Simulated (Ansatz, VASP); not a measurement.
InP: VASP beside Ansatz

Contents of INCAR:

```
PREC = Accurate
ENCUT = 500
EDIFF = 1E-6
ISMEAR = -1
SIGMA = 0.05
LREAL = False
LASPH = True
NELM = 120
ALGO = Normal
ISIF = 2
LWAVE = False
LCHARG = True
GGA = CA
LELF = True
LVHAR = True
NBANDS = 16
GGA_COMPAT = False
```

Contents of KPOINTS:

```
Automatic mesh
0
Gamma
  11 11 11
```

The input POSCAR:

```
InP
1.0
    0.0000000000      2.6113807435      2.6113807435
    2.6113807435      0.0000000000      2.6113807435
    2.6113807435      2.6113807435      0.0000000000
In P
1 1
Direct
    0.0000000000      0.0000000000      0.0000000000
    0.2500000000      0.2500000000      0.2500000000
```

Input for Ansatz:

```yaml
crystal:
  lattice:
    - [0.0, 2.6113807435, 2.6113807435]
    - [2.6113807435, 0.0, 2.6113807435]
    - [2.6113807435, 2.6113807435, 0.0]
  atoms:
    - { symbol: In, position: [0.0, 0.0, 0.0] }
    - { symbol: P, position: [0.25, 0.25, 0.25] }
kpoints:
  mp_grid: { grid: [11, 11, 11] }
scf:
  occupations: { method: fermi_dirac, width: 0.05 }
hamiltonian:
  xc: lda
  pseudopotentials: { kind: all_electron, lapw: { basis_error: 0.001 } }
output:
  forces: true
  stress: true
  eigenvalues: true
  populations: true
```

Change from the starting cell: volume scaled by 0.72, LAPW.

Alike in both runs: task single point; functional LDA; k mesh 11 × 11 × 11; occupations fermi-dirac, width 0.05 eV; no spin polarisation.

|  | VASP | Ansatz |
| --- | --- | --- |
| version | VASP 6.6.1 | Ansatz 0.2.0 |
| potentials or method | VASP PAW LDA potentials, release 64 (In_d, P), cutoff 500 eV | all-electron LAPW, scalar-relativistic |

|  | VASP | Ansatz | Ansatz less VASP |
| --- | --- | --- | --- |
| pressure (GPa) | 48.8 | 48.8 | +0.03 |

LDA's correlation is that of Perdew and Zunger in VASP and of Perdew and Wang (1992) in Ansatz. Both programs put the cell under a high pressure, so it lies far from rest at this level. Ansatz ran all-electron here, and VASP with PAW potentials.
